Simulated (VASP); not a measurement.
Here is a VASP 6.6.1 calculation.

File INCAR:

```
SYSTEM = Cs
ALGO = Normal
EDIFF = 1E-7
ENCUT = 520
GGA = PE
ISIF = 2
ISMEAR = -1
LASPH = .TRUE.
LCHARG = .FALSE.
LREAL = .FALSE.
LWAVE = .FALSE.
NBANDS = 16
NELM = 60
PREC = Accurate
SIGMA = 0.05
```

KPOINTS

```
k-points
0
G
  8 8 5
  0 0 0
```

The input POSCAR:

```
Cs
1.0
    5.2075958901      0.0000000000      0.0000000000
   -2.6037979450      4.5099103334      0.0000000000
    0.0000000000      0.0000000000      8.4363053419
Cs
2
Direct
    0.3333333333      0.6666666667      0.2500000000
    0.6666666667      0.3333333333      0.7500000000
```

Potentials or basis: VASP PAW PBE potentials, release 64 (Cs_sv).

Command:

```bash
$ cat potpaw_PBE.64/Cs_sv/POTCAR > POTCAR
$ mpirun -np 1 vasp_std > vasp.out
```

(1) Predict the band gap on the k mesh.

(2) What does it give for the pressure?

## Answers

(1) zero (band 9 reaches 1.37 eV, above the bottom of band 10 at 0.00 eV).

(2) 0.4 GPa.

Caveat: spin-orbit coupling is left out, which moves the levels of the heavy elements.
